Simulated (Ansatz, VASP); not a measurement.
# Ge in VASP and in Ansatz

```
Ge
1.0
     0.00000    2.82877    2.82877
     2.82877    0.00000    2.82877
     2.82877    2.82877    0.00000
Ge
2
Cartesian
  2.8288 2.8288 2.8288
  4.2432 4.2432 4.2432
```

Alike in both runs: task single point; functional PBE; k mesh 10 × 10 × 10; occupations fermi-dirac, width 0.05 eV; non-collinear spin, spin-orbit coupling.

|  | VASP | Ansatz |
| --- | --- | --- |
| version | VASP 6.6.1 | Ansatz 0.2.0 |
| potentials or method | VASP PAW PBE potentials, release 64 (Ge_d), cutoff 520 eV | all-electron LAPW |

|  | VASP | Ansatz | Ansatz less VASP |
| --- | --- | --- | --- |
| pressure (GPa) | 3.6 | 3.6 | +0.04 |

Ansatz ran all-electron here, and VASP with PAW potentials.
